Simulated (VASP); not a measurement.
**Li5Sc: single point with PBE**

Crystal: Li5Sc.

```
CELL_PARAMETERS angstrom
3.85648 0.00000 0.00000
-1.92824 3.33981 0.00000
0.00000 0.00000 6.73662
ATOMIC_POSITIONS crystal
Li 0.84691 0.15309 0.00000
Li 0.84691 0.69381 0.00000
Li 0.30619 0.15309 0.00000
Li 0.66667 0.33333 0.64942
Li 0.66667 0.33333 0.35058
Sc 0.33333 0.66667 0.50000
```

The cell was built from a structure type or drawn by symmetry, and may not be a known phase.

```json
{
  "Program": "VASP 6.6.1",
  "Task": "single point",
  "Functional": "PBE",
  "Potentials or basis": "VASP PAW PBE potentials, release 64 (Li_sv, Sc_sv)",
  "Cutoff": "520 eV",
  "k mesh": "6 × 6 × 4",
  "Occupations": "gaussian, width 0.1 eV",
  "Spin": "no spin polarisation"
}
```

| Property | Result |
| --- | --- |
| Largest force | 3.313 eV/Å |
| Band gap on the k mesh | zero (bands 13 and 14 overlap by 0.57 eV) |

Forces in eV/Å, atoms in the order of the input:
```
Li  -1.076  0.621  0.000
Li   0.000 -1.242  0.000
Li   1.076  0.621  0.000
Li   0.000  0.000  3.313
Li   0.000  0.000 -3.313
Sc   0.000  0.000  0.000
```

Levels at points of the mesh, in eV from the Fermi level:
| k point | band 10 | band 11 | band 12 | band 13 | band 14 | band 15 | band 16 | band 17 |
| --- | --- | --- | --- | --- | --- | --- | --- | --- |
| (0.00, 0.00, 0.00) | -4.49 | -2.87 | -2.31 | 0.20 | 0.20 | 0.97 | 1.52 | 1.52 |
| (0.50, 0.00, 0.00) | -2.72 | -1.61 | -1.07 | -0.65 | 0.50 | 0.69 | 0.96 | 1.92 |
| (0.00, 0.00, 0.50) | -4.15 | -3.75 | -1.67 | 0.19 | 0.19 | 0.93 | 1.44 | 1.44 |
| (0.50, 0.00, 0.50) | -2.11 | -2.08 | -1.48 | -0.66 | 0.09 | 0.90 | 1.25 | 1.87 |

Run time: 99 s on 1 thread of Intel Xeon 8259CL, with other jobs on the host, peak memory 0.21 GiB.

Caveat: atoms lie so close that the PAW spheres overlap strongly, which falsifies energies and pressures; forces of over 1 eV/Å act on the atoms, so gaps and moduli don't describe the material at rest.
